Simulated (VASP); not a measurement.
A run of VASP 6.6.1 is set up as follows.

File INCAR:

```
  ALGO = Normal
  EDIFF = 1E-7
  ENCUT = 520
  GGA = PS
  ISIF = 2
  ISMEAR = -1
  ISPIN = 2
  LASPH = True
  LCHARG = True
  LELF = True
  LMAXMIX = 6
  LORBIT = 11
  LREAL = False
  LVHAR = True
  LWAVE = False
  MAGMOM = 9.1 0
  NBANDS = 26
  NELM = 150
  PREC = Accurate
  SIGMA = 0.1
```

File KPOINTS:

```
k-points
0
Gamma
  9 9 9
```

File POSCAR:

```
GdZn
1.0
    3.6180000000      0.0000000000      0.0000000000
    0.0000000000      3.6180000000      0.0000000000
    0.0000000000      0.0000000000      3.6180000000
Gd Zn
1 1
Direct
    0.0000000000      0.0000000000      0.0000000000
    0.5000000000      0.5000000000      0.5000000000
```

Potentials or basis: VASP PAW PBE potentials, release 64 (Gd, Zn).

Run with:

```console
$ cat potpaw_PBE.64/Gd/POTCAR potpaw_PBE.64/Zn/POTCAR > POTCAR
$ mpirun -np 1 vasp_std > vasp.out
```

Task: Estimate the net moment.

Result: 7.41 μB per cell.

Task: What does it give for the pressure?

Result: -3.4 GPa.

Task: Estimate the site moments.

Result: Gd +6.90; Zn +0.01 μB.

Caveat: the PAW data sets were made with another functional, which shifts forces and pressure a little. The state reached can hang on the start; a lower one may exist.
